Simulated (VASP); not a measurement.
Crystal: B3As2.

```
CELL_PARAMETERS angstrom
3.29344 -3.59941 0.00000
3.29344 3.59941 0.00000
0.00000 0.00000 3.64910
ATOMIC_POSITIONS crystal
B 0.89771 0.89771 0.00000
B 0.10229 0.10229 0.00000
B 0.50000 0.50000 0.50000
As 0.00000 0.50000 0.00000
As 0.50000 0.00000 0.00000
```

The cell was built from a structure type or drawn by symmetry, and may not be a known phase.

| Property | Result |
| --- | --- |
| Program | VASP 6.6.1 |
| Task | relaxation of cell and atoms |
| Functional | PBE |
| Potentials or basis | VASP PAW PBE potentials, release 64 (B, As_d) |
| Cutoff | 600 eV |
| k mesh | 4 × 4 × 6 |
| Occupations | gaussian, width 0.1 eV |
| Spin | no spin polarisation |

At the start: pressure -0.6 GPa; volume 17.30 Å³/atom.

Where does the relaxation end?

Over 30 steps the energy falls by 454.7 meV/atom and the volume is 13.76 Å³/atom (-20.5 %); space group Cmmm (No. 65, to 0.1 Å) before and after.

The path:
| step | energy change (eV) | largest force (eV/Å) | pressure (GPa) | volume (Å³) |
| --- | --- | --- | --- | --- |
| 1 | 0.0000 | 10.6742 | -0.56 | 86.52 |
| 2 | 1.9186 | 2.5826 | 12.59 | 84.91 |
| 3 | 0.7622 | 3.2761 | 2.76 | 85.49 |
| 4 | -0.0590 | 3.6544 | -2.45 | 85.84 |
| 5 | -1.0959 | 2.3066 | -6.05 | 86.24 |
| 6 | -1.1946 | 0.7509 | -5.69 | 86.40 |
| 7 | -1.2209 | 0.5976 | -6.08 | 86.34 |
| 8 | -1.2221 | 0.3908 | -6.05 | 86.35 |
| 9 | -1.3892 | 0.8085 | 0.03 | 79.67 |
| 10 | -1.3892 | 0.8098 | 0.09 | 79.66 |
| 11 | -1.5237 | 0.4978 | 1.36 | 76.66 |
| 12 | -1.5477 | 3.3275 | 4.51 | 72.16 |
| 13 | -1.5766 | 1.7200 | 2.70 | 74.46 |
| 14 | -1.6296 | 1.6614 | 2.56 | 73.87 |
| 15 | -1.7658 | 1.5334 | 2.57 | 72.03 |
| 16 | -2.0844 | 0.7325 | 3.67 | 68.10 |
| 17 | -2.0643 | 0.0254 | 15.73 | 59.21 |
| 18 | -2.1049 | 0.2976 | 8.18 | 62.71 |
| 19 | -2.2061 | 0.4834 | 5.41 | 65.35 |
| 20 | -2.1995 | 0.4500 | 6.28 | 64.72 |
| 21 | -2.2058 | 0.4748 | 5.60 | 65.14 |
| 22 | -2.2443 | 0.0767 | 3.13 | 66.45 |
| 23 | -2.2564 | 0.5838 | 0.84 | 67.85 |
| 24 | -2.2647 | 0.2473 | 0.19 | 68.36 |
| 25 | -2.2665 | 0.0044 | -0.16 | 68.73 |
| 26 | -2.2689 | 0.0241 | -0.27 | 68.78 |
| 27 | -2.2728 | 0.0792 | -0.34 | 68.90 |
| 28 | -2.2730 | 0.0920 | -0.37 | 68.93 |
| 29 | -2.2733 | 0.0763 | -0.11 | 68.75 |
| 30 | -2.2733 | 0.0271 | -0.14 | 68.80 |

Final structure:
```
B As
1.0
     3.78188   -3.30722    0.00000
     3.78188    3.30722    0.00000
     0.00000    0.00000    2.75050
B As
3 2
Direct
  0.89636 0.89636 0.00000
  0.10364 0.10364 0.00000
  0.50000 0.50000 0.50000
  0.00000 0.50000 0.00000
  0.50000 0.00000 0.00000
```

Caveat: the volume moved by over 15 % at a fixed basis, so the end points are rough.
